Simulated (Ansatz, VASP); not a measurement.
**Cd: VASP beside Ansatz**

```
CELL_PARAMETERS angstrom
0.00000 2.21815 2.21815
2.21815 0.00000 2.21815
2.21815 2.21815 0.00000
ATOMIC_POSITIONS crystal
Cd 0.00000 0.00000 0.00000
```

Alike in both runs: task single point; functional LDA; k mesh 20 × 20 × 20; occupations gaussian, width 0.15 eV; no spin polarisation.

```csv
,VASP,Ansatz
version,VASP 6.6.1,Ansatz 0.2.0
potentials or method,"VASP PAW LDA potentials, release 64 (Cd), cutoff 520 eV","scalar-relativistic, plane waves, PAW"
valence electrons in the cell,12,20
```

```tsv
	VASP	Ansatz	Ansatz less VASP
gap on the k mesh at the Fermi level (eV)	none	none	-
pressure (GPa)	-4.5	-4.9	-0.38
```

LDA's correlation is that of Perdew and Zunger in VASP and of Perdew and Wang (1992) in Ansatz. A gap of «none» marks a metal or a gap that the smearing closes. VASP's potentials hold 12 valence electrons a cell and Ansatz's 20, so a difference there can come from the potentials and not from the codes.
